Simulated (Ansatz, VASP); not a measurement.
One calculation of Ba3Ti3O11, two programs

```xyz
17
Lattice="3.9724 0.0000 0.0000 0.0000 5.8318 0.0000 0.0000 0.0000 23.7688" Properties=species:S:1:pos:R:3 pbc="T T T"
O     1.9862    4.4214    7.7992
O     1.9862    1.3793    7.7926
O     0.0000    5.8200    9.1948
O     1.9862    1.4819   10.5308
O     1.9862    4.3213   10.5335
O     0.0000    2.8993   11.8844
O     1.9862    4.3213   13.2352
O     1.9862    1.4819   13.2380
O     0.0000    5.8200   14.5740
O     1.9862    1.3793   15.9761
O     1.9862    4.4214   15.9695
Ba    0.0000    2.9019    8.5743
Ba    0.0000   -0.0160   11.8844
Ba    0.0000    2.9019   15.1944
Ti    1.9862   -0.0122    8.9173
Ti    1.9862    2.9001   11.8844
Ti    1.9862   -0.0122   14.8515
```

Alike in both runs: functional PBE; k mesh 7 × 5 × 1; occupations gaussian, width 0.05 eV; no spin polarisation.

Ansatz relaxed the structure, and its values are those at the end. VASP's run is a single point on that final structure, the one shown.

|  | VASP | Ansatz |
| --- | --- | --- |
| version | VASP 6.6.1 | Ansatz 0.2.0 |
| potentials or method | VASP PAW PBE potentials, release 64 (O, Ba_sv, Ti_sv), cutoff 520 eV | scalar-relativistic, plane waves, PAW |
| valence electrons in the cell | 132 | 132 |

|  | VASP | Ansatz | Ansatz less VASP |
| --- | --- | --- | --- |
| gap on the k mesh at the Fermi level (eV) | none | none | - |
| rms of the force components (eV/Å) | 0.051 | 0.003 | -0.0475 |
| work function, face that differs most (eV) | 7.17 | 7.19 | +0.028 |

A gap of «none» marks a metal or a gap that the smearing closes.

Spin-orbit coupling is off throughout.
